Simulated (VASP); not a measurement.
AlInAsP3: relaxation of cell and atoms with PBE

The system is AlInAsP3.

```
CELL_PARAMETERS angstrom
4.55064 0.00000 0.00000
0.00000 4.55064 0.00000
0.00000 0.00000 7.16247
ATOMIC_POSITIONS crystal
Al 0.50000 0.50000 0.00000
In 0.00000 0.00000 0.00000
P 0.00000 0.00000 0.73080
P 0.00000 0.00000 0.26920
P 0.00000 0.00000 0.50000
As 0.50000 0.50000 0.50000
```

The cell was built from a structure type or drawn by symmetry, and may not be a known phase.

```
Program                : VASP 6.6.1
Task                   : relaxation of cell and atoms
Functional             : PBE
Potentials or basis    : VASP PAW PBE potentials, release 64 (Al, In_d, P, As)
Cutoff                 : 500 eV
k mesh                 : 4 × 4 × 4
Occupations            : gaussian, width 0.1 eV
Spin                   : no spin polarisation
Dipole correction      : no
Further INCAR settings : ALGO = Normal; EDIFF = 1e-07; IBRION = 2; EDIFFG = -0.04; NSW = 90; ISIF = 3
```

| Property | Result |
| --- | --- |
| Relaxed volume | 23.47 Å³/atom |
| Relaxed cell | a = 3.818 Å, b = 3.818 Å, c = 9.660 Å, α = 90.00°, β = 90.00°, γ = 90.00° |
| Space group after relaxing (to 0.1 Å) | P4/mmm (No. 123) |
| Energy gained by relaxing | 2063.7 meV/atom |
| Ionic steps | 19 |
| Pressure after relaxing | 0.0 GPa |
| Largest force after relaxing | 0.024 eV/Å |

Forces on the atoms (eV/Å):
```
Al   0.000  0.000  0.000
In   0.000  0.000  0.000
P    0.000  0.000  0.024
P    0.000  0.000 -0.024
P    0.000  0.000  0.000
As   0.000  0.000  0.000
```

The path:
```
step  energy change (eV)  largest force (eV/Å)  pressure (GPa)  volume (Å³)
   1              0.0000                5.0197           34.31       148.32
   2             -5.9340                0.4331           -8.84       258.39
   3             -9.9802                2.1430           -5.06       196.46
   4            -10.0060                2.2626           -4.70       194.93
   5            -10.0245                2.4762           -4.01       192.39
   6            -11.2438                1.3752           -5.52       175.17
   7            -12.0814                0.7715           -4.70       156.45
   8            -11.1129                1.4826           13.17       120.67
   9            -12.2910                0.4207           -2.88       148.28
  10            -12.3310                0.0617           -0.89       141.97
  11            -12.3345                0.1727           -1.50       143.69
  12            -12.3638                0.2524            1.27       137.73
  13            -12.3722                0.1048            0.32       139.59
  14            -12.3778                0.0699            0.09       140.35
  15            -12.3810                0.0356           -0.18       141.34
  16            -12.3811                0.0288           -0.23       141.56
  17            -12.3817                0.0583            0.10       140.78
  18            -12.3818                0.0510            0.02       140.97
  19            -12.3821                0.0242            0.01       140.85
```

Final structure:
```
Al In P As
1.0
     3.81846    0.00000    0.00000
     0.00000    3.81846    0.00000
     0.00000    0.00000    9.66001
Al In P As
1 1 3 1
Direct
  0.50000 0.50000 0.00000
  0.00000 0.00000 0.00000
  0.00000 0.00000 0.72297
  0.00000 0.00000 0.27703
  0.00000 0.00000 0.50000
  0.50000 0.50000 0.50000
```

Levels at points of the mesh, in eV from the Fermi level:
```csv
k point,band 16,band 17,band 18,band 19,band 20,band 21
"(0.00, 0.00, 0.00)",-0.12,-0.01,-0.01,0.68,1.04,1.93
"(0.50, 0.00, 0.00)",-0.66,-0.50,0.19,0.26,0.44,1.43
"(0.50, 0.50, 0.00)",-2.79,-2.13,-2.13,-0.78,-0.04,-0.04
"(0.00, 0.00, 0.50)",-0.58,-0.31,1.04,1.04,1.23,1.23
"(0.50, 0.00, 0.50)",-1.55,-0.50,-0.17,0.08,0.67,1.20
"(0.50, 0.50, 0.50)",-1.42,-1.42,-1.20,-0.83,-0.83,-0.64
```

Wall time 25 min on 1 thread of Intel Xeon 8259CL, with other jobs on the host, peak memory 0.31 GiB.

Caveat: the highest band is partly filled, so the run has too few bands; a cell axis changed by over 15 % at a fixed basis, so the end point is rough; spin-orbit coupling is left out, which moves the levels of the heavy elements.
